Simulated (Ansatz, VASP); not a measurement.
HfSi2: VASP beside Ansatz

```
Si Hf
1.0
     3.65979    0.00000    0.00000
     0.00000    3.68253    0.00000
     0.00000    0.00000   27.48703
Si Hf
8 4
Direct
  0.25000 0.50000 0.27046
  0.75000 0.00000 0.27072
  0.25000 0.00000 0.37342
  0.75000 0.00000 0.43321
  0.25000 0.00000 0.53833
  0.75000 0.50000 0.53780
  0.25000 0.50000 0.64573
  0.75000 0.50000 0.71524
  0.75000 0.50000 0.35150
  0.25000 0.50000 0.46055
  0.75000 0.00000 0.61452
  0.25000 0.00000 0.71893
```

Alike in both runs: functional PBE; k mesh 10 × 10 × 1; occupations gaussian, width 0.1 eV; no spin polarisation.

Ansatz relaxed the structure, and its values are those at the end. VASP's run is a single point on that final structure, the one shown.

|  | VASP | Ansatz |
| --- | --- | --- |
| version | VASP 6.6.1 | Ansatz 0.2.0 |
| potentials or method | VASP PAW PBE potentials, release 64 (Si, Hf_pv), cutoff 520 eV | scalar-relativistic, plane waves, PAW |
| valence electrons in the cell | 72 | 136 |

VASP gave:

- gap on the k mesh at the Fermi level (eV): none
- rms of the force components (eV/Å): 0.007

What did Ansatz give for the same quantities?

gap on the k mesh at the Fermi level (eV): none; rms of the force components (eV/Å): 0.001.

A gap of «none» marks a metal or a gap that the smearing closes. VASP's potentials hold 72 valence electrons a cell and Ansatz's 136, so a difference there can come from the potentials and not from the codes. Ansatz's warnings: xc potential rough in thin density.

Neither program's run includes spin-orbit coupling.
